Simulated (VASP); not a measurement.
# MnS: single point with PBE+D3(BJ)

The system is MnS.

```
CELL_PARAMETERS angstrom
0.00000 2.63877 2.63877
2.63877 0.00000 2.63877
2.63877 2.63877 0.00000
ATOMIC_POSITIONS crystal
Mn 0.00000 0.00000 0.00000
S 0.50000 0.50000 0.50000
```

| Property | Result |
| --- | --- |
| Program | VASP 6.6.1 |
| Task | single point |
| Functional | PBE |
| Dispersion | D3(BJ) |
| Potentials or basis | VASP PAW PBE potentials, release 64 (Mn_pv, S) |
| Cutoff | 520 eV |
| k mesh | 9 × 9 × 9 |
| Occupations | fermi-dirac, width 0.05 eV |
| Spin | collinear spin, ferromagnetic start |
| Starting moments | [4.0, 0.0] μB |

```json
{
  "Pressure": "-8.3 GPa",
  "Net moment": "4.80 μB per cell",
  "Site moments": "Mn +4.32; S +0.11 μB",
  "Valence electrons inside the program's atomic spheres": "Mn 11.27; S 3.72",
  "Dispersion energy per atom": "-0.393 eV"
}
```

Levels at points of the mesh, in eV from the Fermi level:
Spin up:
| k point | band 8 | band 9 | band 10 | band 11 | band 12 | band 13 | band 14 | band 15 | band 16 | band 17 |
| --- | --- | --- | --- | --- | --- | --- | --- | --- | --- | --- |
| (0.00, 0.00, 0.00) | -3.28 | -3.28 | -1.82 | -1.82 | -1.82 | 1.44 | 8.52 | 8.52 | 8.52 | 10.57 |
Spin down:
| k point | band 5 | band 6 | band 7 | band 8 | band 9 | band 10 |
| --- | --- | --- | --- | --- | --- | --- |
| (0.00, 0.00, 0.00) | -1.60 | -1.60 | -1.60 | 0.41 | 0.41 | 0.41 |

It took 34 s on 1 thread of Intel(R) Xeon(R) Platinum 8488C (Sapphire Rapids), with other jobs on the host, peak memory 0.19 GiB.

Caveat: the cell stands under tension; a cell with one magnetic atom can't hold antiferromagnetic order, which such compounds often take; semilocal functionals often make such compounds metallic where correlation or magnetic order opens a gap, which also shifts bond lengths. With open d or f shells a metallic result of PBE can be an artefact of self-interaction; +U or a hybrid may open a gap.
